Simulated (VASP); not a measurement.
Set up this calculation in VASP 6.6.1, as the native input.

- Task: single point
- Functional: PBE
- Potentials or basis: VASP PAW PBE potentials, release 64 (Ta_sv_GW, N)
- Cutoff: 700 eV
- k mesh: 18 × 18 × 18
- Occupations: gaussian, width 0.1 eV
- Spin: no spin polarisation
- Dipole correction: no
- Further INCAR settings: ALGO = Normal; EDIFF = 1e-06; NBANDS = 16

The structure of TaN lies in POSCAR:

```
TaN
1.0
    2.9624363924      0.0000000000      0.0000000000
    0.0000000000      2.9624363924      0.0000000000
    0.0000000000      0.0000000000      3.0918672240
Ta N
1 1
Direct
    0.0000000000      0.0000000000      0.5000000000
    0.5000000000      0.5000000000      0.5000000000
```

One way to write it, as run:

INCAR

```
PREC = Accurate
ENCUT = 700
EDIFF = 1E-6
ISMEAR = 0
SIGMA = 0.1
LREAL = F
LASPH = T
NELM = 120
ALGO = Normal
ISIF = 2
LWAVE = F
LCHARG = T
GGA = PE
LELF = T
LVHAR = T
NBANDS = 16
GGA_COMPAT = F
```

KPOINTS

```
Automatic mesh
0
Gamma
  18 18 18
```

Potentials or basis: VASP PAW PBE potentials, release 64 (Ta_sv_GW, N).

The run is started by

```sh
$ cat potpaw_PBE.64/Ta_sv_GW/POTCAR potpaw_PBE.64/N/POTCAR > POTCAR
$ mpirun -np 1 vasp_std > vasp.out
```

Results of the run:

```json
{
  "Pressure": "-0.1 GPa",
  "Band gap on the k mesh": "zero (bands 9 and 10 overlap by 4.38 eV)"
}
```

Caveat: spin-orbit coupling is left out, which moves the levels of the heavy elements.

Wall time 2 min on 1 thread of Intel(R) Xeon(R) 6975P-C (Granite Rapids), on a shared host, peak memory 0.5 GiB.
